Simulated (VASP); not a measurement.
# CdF2 (Fm-3m) in VASP: notebook, part 2 of 3

VASP 6.6.1. Earlier steps stand in the parts before.

## Step 4: Single point, PBE

This run uses another cell than the first one, of 11.25 Å³/atom, 1.114 times its volume.

INCAR reads:

```
SYSTEM = CdF2
PREC     = Accurate       ! precision mode
ENCUT    = 520            ! plane-wave cutoff, eV
EDIFF    = 1E-7           ! SCF threshold, eV
ISMEAR   = 0              ! smearing method
SIGMA    = 0.02           ! smearing width, eV
LREAL    = .FALSE.        ! projectors in reciprocal space
LASPH    = .TRUE.         ! aspherical terms in the spheres
NELM     = 100            ! most SCF steps
ALGO     = Normal         ! electronic algorithm
ISIF     = 2              ! what is computed and relaxed
LWAVE    = .FALSE.        ! write WAVECAR
LCHARG   = .FALSE.        ! write CHGCAR
GGA      = PE             ! functional
NBANDS   = 20             ! bands
```

KPOINTS reads:

```
regular mesh
0
G
  8 8 8
  0 0 0
```

POSCAR reads:

```
CdF2
1.0
    0.0000000000      2.5649264930      2.5649264930
    2.5649264930      0.0000000000      2.5649264930
    2.5649264930      2.5649264930      0.0000000000
Cd F
1 2
Direct
    0.0000000000      0.0000000000      0.0000000000
    0.2500000000      0.2500000000      0.2500000000
    0.7500000000      0.7500000000      0.7500000000
```

Potentials or basis: VASP PAW PBE potentials, release 64 (Cd, F).

Command:

```sh
$ cat potpaw_PBE.64/Cd/POTCAR potpaw_PBE.64/F/POTCAR > POTCAR
$ mpirun -np 1 vasp_std > vasp.out
```

OUTCAR:

```text
SYSTEM = CdF2
   PREC = Accurate
   ENCUT = 520
   EDIFF = 1E-7
   ISMEAR = 0
   LREAL = .FALSE.
   LASPH = .TRUE.
   NELM = 100
   ISIF = 2
   GGA = PE

 ion  position               nearest neighbor table
   1  0.000  0.000  0.000-   2 2.22   3 2.22   3 2.22   3 2.22   3 2.22   2 2.22   2 2.22   2 2.22

   2  0.250  0.250  0.250-   1 2.22   1 2.22   1 2.22   1 2.22
   3  0.750  0.750  0.750-   1 2.22   1 2.22   1 2.22   1 2.22

  LATTYP: Found a face centered cubic cell.
 ALAT       =     5.1298529860

  Lattice vectors:

 A1 = (   0.0000000000,   2.5649264930,   2.5649264930)
 A2 = (   2.5649264930,   0.0000000000,   2.5649264930)
 A3 = (   2.5649264930,   2.5649264930,   0.0000000000)

Analysis of symmetry for initial positions (statically):
=====================================================================
 Subroutine PRICEL returns:
 Original cell was already a primitive cell.

 Routine SETGRP: Setting up the symmetry group for a
 face centered cubic supercell.

 Subroutine GETGRP returns: Found 48 space group operations
 (whereof 48 operations were pure point group operations)
 out of a pool of 48 trial point group operations.

The static configuration has the point symmetry O_h .

Analysis of symmetry for dynamics (positions and initial velocities):
=====================================================================
 Subroutine PRICEL returns:
 Original cell was already a primitive cell.

 Routine SETGRP: Setting up the symmetry group for a
 face centered cubic supercell.

 Subroutine GETGRP returns: Found 48 space group operations
 (whereof 48 operations were pure point group operations)
 out of a pool of 48 trial point group operations.

The dynamic configuration has the point symmetry O_h .

 Subroutine INISYM returns: Found 48 space group operations
 (whereof 48 operations are pure point group operations),
 and found     1 'primitive' translations

----------------------------------------------------------------------------------------

                                     Primitive cell

  volume of cell :      33.7485

  direct lattice vectors                    reciprocal lattice vectors
     0.000000000  2.564926493  2.564926493    -0.194937360  0.194937360  0.194937360
     2.564926493  0.000000000  2.564926493     0.194937360 -0.194937360  0.194937360
     2.564926493  2.564926493  0.000000000     0.194937360  0.194937360 -0.194937360

  length of vectors
     3.627353833  3.627353833  3.627353833     0.337641412  0.337641412  0.337641412

  position of ions in fractional coordinates (direct lattice)
     0.000000000  0.000000000  0.000000000
     0.250000000  0.250000000  0.250000000
     0.750000000  0.750000000  0.750000000

  ion indices of the primitive-cell ions
   primitive index   ion index
                 1           1
                 2           2
                 3           3

----------------------------------------------------------------------------------------

 KPOINTS: regular mesh

Automatic generation of k-mesh.
 Grid dimensions read from file:
 generate k-points for:    8    8    8

 Generating k-lattice:

  Cartesian coordinates                     Fractional coordinates (reciprocal lattice)
    -0.024367170  0.024367170  0.024367170     0.125000000  0.000000000  0.000000000
     0.024367170 -0.024367170  0.024367170     0.000000000  0.125000000  0.000000000
     0.024367170  0.024367170 -0.024367170     0.000000000  0.000000000  0.125000000

  Length of vectors
     0.042205177  0.042205177  0.042205177

  Shift w.r.t. Gamma in fractional coordinates (k-lattice)
     0.000000000  0.000000000  0.000000000

 Subroutine IBZKPT returns following result:
 ===========================================

 Found     29 irreducible k-points:

 Following reciprocal coordinates:
            Coordinates               Weight
  0.000000  0.000000  0.000000      1.000000
  0.125000  0.000000  0.000000      8.000000
  0.250000  0.000000  0.000000      8.000000
  0.375000  0.000000  0.000000      8.000000
  0.500000  0.000000  0.000000      4.000000
  0.125000  0.125000  0.000000      6.000000
[... 16 lines left out ...]
  0.500000  0.250000  0.125000     48.000000
 -0.375000  0.250000  0.125000     24.000000
 [... further k-points ...]
   k-points           NKPTS =     29   k-points in BZ     NKDIM =     29   number of bands    NBANDS=     20
   number of dos      NEDOS =    301   number of ions     NIONS =      3
   total plane-waves  NPLWV =  21952
   dimension x,y,z NGX =    28 NGY =   28 NGZ =   28
   dimension x,y,z NGXF=    56 NGYF=   56 NGZF=   56
   ions per type =               1   2
   NGX,Y,Z   is equivalent  to a cutoff of  12.83, 12.83, 12.83 a.u.
   NGXF,Y,Z  is equivalent  to a cutoff of  25.67, 25.67, 25.67 a.u.
 SYSTEM =  CdF2
   PREC   = accura    normal or accurate (medium, high low for compatibility)
   ISTART =      0    job   : 0-new  1-cont  2-samecut
   ICHARG =      2    charge: 1-file 2-atom 10-const
   ISPIN  =      1    spin polarized calculation?
   LNONCOLLINEAR =      F non collinear calculations
   LSORBIT =      F    spin-orbit coupling
   LASPH  =      T    aspherical Exc in radial PAW
   ENCUT  =  520.0 eV  38.22 Ry    6.18 a.u.   6.74  6.74  6.74*2*pi/ulx,y,z
   NELM   =    100;   NELMIN=  2; NELMDL= -5     # of ELM steps
   EDIFF  = 0.1E-06   stopping-criterion for ELM
   LREAL  =      F    real-space projection
   EDIFFG = 0.1E-05   stopping-criterion for IOM
   NSW    =      0    number of steps for IOM
   IBRION =     -1    ionic relax: 0-MD 1-quasi-New 2-CG
   NFREE  =      0    steps in history (QN), initial steepest desc. (CG)
   ISIF   =      2    stress and relaxation
   ISYM   =      2    0-nonsym 1-usesym 2-fastsym
   POTIM  = 0.5000    time-step for ionic-motion
   TEBEG  =    0.0;   TEEND  =   0.0 temperature during run
   PSTRESS=    0.0 pullay stress
   NELECT =      26.0000    total number of electrons
   NUPDOWN=      -1.0000    fix difference up-down
   EMIN   =  10.00;   EMAX   =-10.00  energy-range for DOS
   EFERMI =   0.00;   METHOD = LEGACY
   ISMEAR =     0;   SIGMA  =   0.02  broadening in eV -4-tet -1-fermi 0-gaus
   EFERMI_NEDOS =   21; number of points for ismear=-14 and -15
   IALGO  =     38    algorithm
   IMIX   =      4    mixing-type and parameters
     AMIX     =   0.40;   BMIX     =  1.00
     AMIX_MAG =   1.60;   BMIX_MAG =  1.00
  volume/ion in A,a.u.               =      11.25        75.92
  Fermi-wavevector in a.u.,A,eV,Ry     =   1.500771  2.836045 30.644577  2.252313
  Thomas-Fermi vector in A             =   2.612228
   LORBIT       =      0    0 simple, 1 ext, 2 COOP (PROOUT), +10 PAW based schemes
   GGA     = PE    functional components
   LHFCALC =     F    Hartree Fock is set to
   AEXX    =    0.0000 exact exchange contribution
   IVDW    =     0    specifies the selected vdW correction
   LEPSILON=     F    determine dielectric tensor
   LRPA    =     F    only Hartree local field effects (RPA)
 non-spin polarized calculation
 Gauss-broadening in eV      SIGMA  =   0.02
  energy-cutoff  :      520.00
  volume of cell :       33.75
 maximum number of plane-waves:       934
   NGX = 13   NGY = 13   NGZ = 13

 number of electron      25.9999998 magnetization

 Free energy of the ion-electron system (eV)
  ---------------------------------------------------
  ext. energy  EPLUGINS =         0.00000000
  ---------------------------------------------------
  free energy    TOTEN  =       -10.26715173 eV

  energy without entropy =      -10.26715173  energy(sigma->0) =      -10.26715173

 E-fermi :   0.1677     XC(G=0): -11.2392

 val. band max:       -0.0461336913   @ k =  -0.2500   0.5000   0.2500
 cond. band min:       3.5521014665   @ k =   0.0000   0.0000   0.0000
 fundamental gap:      3.5982351578
 Fermi energy:         0.1676891761

 k-point     1 :       0.0000    0.0000    0.0000
  band No.  band energies     occupation
      1     -21.8205      2.00000
      2     -20.2304      2.00000
      3      -6.3295      2.00000
      4      -6.3295      2.00000
      5      -6.3295      2.00000
      6      -4.3684      2.00000
[... 12 lines left out ...]
     19      20.9036      0.00000
     20      20.9036      0.00000
[... 507 lines left out ...]
 k-point    24 :      -0.3750    0.2500    0.1250
  band No.  band energies     occupation
      1     -21.0165      2.00000
      2     -20.9507      2.00000
      3      -5.7684      2.00000
      4      -5.5087      2.00000
      5      -4.7249      2.00000
      6      -4.5031      2.00000
[... 12 lines left out ...]
     19      19.7164      0.00000
     20      23.3784      0.00000

 [... further k-points ...]
[... 5 lines left out ...]
  --------------------------------------------------------------------------------------
  -------------------------------------------------------------------------------------
  Total        6.6965140      6.6965140      6.6965140      0.0000000      0.0000000      0.0000000
  in kB      317.9102996    317.9102996    317.9102996      0.0000000      0.0000000      0.0000000
  external PRESSURE =     317.9102996 kB  Pullay stress =       0.0000000 kB

 VOLUME and BASIS-vectors are now :
 -----------------------------------------------------------------------------
  energy-cutoff  :      520.00
  volume of cell :       33.75
      direct lattice vectors                 reciprocal lattice vectors
     0.000000000  2.564926493  2.564926493    -0.194937360  0.194937360  0.194937360
     2.564926493  0.000000000  2.564926493     0.194937360 -0.194937360  0.194937360
     2.564926493  2.564926493  0.000000000     0.194937360  0.194937360 -0.194937360

 POSITION                                       TOTAL-FORCE (eV/Angst)
 -----------------------------------------------------------------------------------
      0.00000      0.00000      0.00000         0.000000      0.000000      0.000000
      1.28246      1.28246      1.28246         0.000000      0.000000      0.000000
      3.84739      3.84739      3.84739        -0.000000     -0.000000     -0.000000
 -----------------------------------------------------------------------------------
    total drift:                                0.000000      0.000000      0.000000

  FREE ENERGIE OF THE ION-ELECTRON SYSTEM (eV)
  ---------------------------------------------------
  free  energy   TOTEN  =       -10.2671517336 eV

  energy  without entropy=      -10.2671517336  energy(sigma->0) =      -10.26715173
```

Wall time 15 s (1 thread of AMD EPYC 9R45 (Zen 5), shared host); peak memory 0.13 GiB.

Results:

```yaml
Free_energy: -10.2672 eV
Pressure: 31.8 GPa
Band_gap_on_the_k_mesh: 3.60 eV, indirect (least direct gap 3.87 eV)
```

Levels at points of the mesh, in eV from the valence-band top:
| k point | band 9 | band 10 | band 11 | band 12 | band 13 | band 14 | band 15 | band 16 | band 17 | band 18 |
| --- | --- | --- | --- | --- | --- | --- | --- | --- | --- | --- |
| (0.00, 0.00, 0.00) | -1.42 | -1.42 | -0.27 | -0.27 | -0.27 | 3.60 | 13.35 | 13.35 | 13.35 | 18.99 |
| (0.50, 0.00, 0.00) | -3.02 | -2.48 | -2.48 | -0.27 | -0.27 | 8.33 | 9.59 | 15.81 | 15.81 | 19.22 |
| (0.50, 0.50, 0.00) | -3.84 | -3.22 | -0.84 | -0.11 | -0.11 | 9.23 | 10.48 | 12.18 | 15.63 | 15.63 |

A k mesh can miss the band edges.

## Step 5: Single point, PBE

This run uses another cell than the first one, of 12.17 Å³/atom, 1.205 times its volume.

INCAR reads:

```
PREC     = Accurate       # precision mode
ENCUT    = 520            # plane-wave cutoff, eV
EDIFF    = 1E-6           # SCF threshold, eV
ISMEAR   = 0              # smearing method
SIGMA    = 0.02           # smearing width, eV
LREAL    = False          # projectors in reciprocal space
LASPH    = True           # aspherical terms in the spheres
NELM     = 80             # most SCF steps
ALGO     = Normal         # electronic algorithm
ISIF     = 2              # what is computed and relaxed
LWAVE    = False          # write WAVECAR
LCHARG   = False          # write CHGCAR
GGA      = PE             # functional
NBANDS   = 20             # bands
```

KPOINTS reads:

```
regular mesh
0
Gamma
  8 8 8
```

POSCAR reads:

```
CdF2
1.0
    0.0000000000      2.6327985599      2.6327985599
    2.6327985599      0.0000000000      2.6327985599
    2.6327985599      2.6327985599      0.0000000000
Cd F
1 2
Direct
    0.0000000000      0.0000000000      0.0000000000
    0.2500000000      0.2500000000      0.2500000000
    0.7500000000      0.7500000000      0.7500000000
```

Potentials or basis: VASP PAW PBE potentials, release 64 (Cd, F).

Command:

```sh
$ cat potpaw_PBE.64/Cd/POTCAR potpaw_PBE.64/F/POTCAR > POTCAR
$ mpirun -np 1 vasp_std > vasp.out
```

OUTCAR:

```text
PREC = Accurate
   ENCUT = 520
   EDIFF = 1E-6
   ISMEAR = 0
   LREAL = False
   LASPH = True
   NELM = 80
   ISIF = 2
   GGA = PE

 ion  position               nearest neighbor table
   1  0.000  0.000  0.000-   2 2.28   3 2.28   3 2.28   3 2.28   3 2.28   2 2.28   2 2.28   2 2.28

   2  0.250  0.250  0.250-   1 2.28   1 2.28   1 2.28   1 2.28
   3  0.750  0.750  0.750-   1 2.28   1 2.28   1 2.28   1 2.28

  LATTYP: Found a face centered cubic cell.
 ALAT       =     5.2655971198

  Lattice vectors:

[... 194 lines left out ...]
      6      -5.0987      2.00000
[... 541 lines left out ...]
     19      18.4520      0.00000
     20      22.0735      0.00000

 [... further k-points ...]
[... 5 lines left out ...]
  --------------------------------------------------------------------------------------
  -------------------------------------------------------------------------------------
  Total        3.6894419      3.6894419      3.6894419      0.0000000      0.0000000      0.0000000
  in kB      161.9527651    161.9527651    161.9527651      0.0000000      0.0000000      0.0000000
  external PRESSURE =     161.9527651 kB  Pullay stress =       0.0000000 kB

 VOLUME and BASIS-vectors are now :
 -----------------------------------------------------------------------------
  energy-cutoff  :      520.00
  volume of cell :       36.50
      direct lattice vectors                 reciprocal lattice vectors
     0.000000000  2.632798560  2.632798560    -0.189911985  0.189911985  0.189911985
     2.632798560  0.000000000  2.632798560     0.189911985 -0.189911985  0.189911985
     2.632798560  2.632798560  0.000000000     0.189911985  0.189911985 -0.189911985

 POSITION                                       TOTAL-FORCE (eV/Angst)
 -----------------------------------------------------------------------------------
      0.00000      0.00000      0.00000        -0.000000      0.000000     -0.000000
      1.31640      1.31640      1.31640         0.000000      0.000000      0.000000
      3.94920      3.94920      3.94920        -0.000000     -0.000000     -0.000000
 -----------------------------------------------------------------------------------
    total drift:                                0.000000      0.000000      0.000000

  FREE ENERGIE OF THE ION-ELECTRON SYSTEM (eV)
  ---------------------------------------------------
  free  energy   TOTEN  =       -10.6767226144 eV

  energy  without entropy=      -10.6767226144  energy(sigma->0) =      -10.67672261
```

OSZICAR:

```text
N       E                     dE             d eps       ncg     rms          rms(c)
DAV:   1     0.198756378121E+03    0.19876E+03   -0.15647E+04  1200   0.133E+03
DAV:   2    -0.402525530105E+01   -0.20278E+03   -0.19520E+03  1272   0.351E+02
DAV:   3    -0.122703294728E+02   -0.82451E+01   -0.82260E+01  1312   0.765E+01
DAV:   4    -0.123055161941E+02   -0.35187E-01   -0.35185E-01  1272   0.509E+00
DAV:   5    -0.123056406329E+02   -0.12444E-03   -0.12444E-03  1284   0.271E-01    0.114E+01
DAV:   6    -0.106427026158E+02    0.16629E+01   -0.37281E+00  1448   0.352E+01    0.841E+00
DAV:   7    -0.106870913764E+02   -0.44389E-01   -0.83973E-01  1188   0.837E+00    0.481E+00
DAV:   8    -0.106831923059E+02    0.38991E-02   -0.10973E-01  1204   0.338E+00    0.651E-01
DAV:   9    -0.106760381159E+02    0.71542E-02   -0.27307E-02  1404   0.232E+00    0.808E-02
DAV:  10    -0.106766179873E+02   -0.57987E-03   -0.26794E-03  1184   0.526E-01    0.112E-01
DAV:  11    -0.106767081974E+02   -0.90210E-04   -0.80974E-05  1232   0.783E-02    0.306E-02
DAV:  12    -0.106767211393E+02   -0.12942E-04   -0.15158E-05  1220   0.452E-02    0.176E-02
DAV:  13    -0.106767228182E+02   -0.16789E-05   -0.73953E-06  1216   0.224E-02    0.314E-03
DAV:  14    -0.106767226144E+02    0.20382E-06   -0.66034E-07   992   0.850E-03
   1 F= -.10676723E+02 E0= -.10676723E+02  d E =-.229515E-12
```

stdout:

```text
POSCAR found type information on POSCAR CdF
 POSCAR found :  2 types and       3 ions
 scaLAPACK will be used
 LDA part: xc-table for (Slater+PW92), standard interpolation
 POSCAR, INCAR and KPOINTS ok, starting setup
 FFT: planning ... GRIDC
 FFT: planning ... GRID_SOFT
 FFT: planning ... GRID
 WAVECAR not read
 entering main loop
```

Run time: 14 s. Hardware: 1 thread of AMD EPYC 9R45 (Zen 5), shared host; peak memory 0.13 GiB.

What came out:

* Free energy: -10.6767 eV
* Pressure: 16.2 GPa
* Band gap on the k mesh: 3.31 eV, indirect (least direct gap 3.72 eV)

A k mesh can miss the band edges. A hybrid or GW would open this gap; PBE tends to underestimate it.

(Part 2 of 3 ends here.)
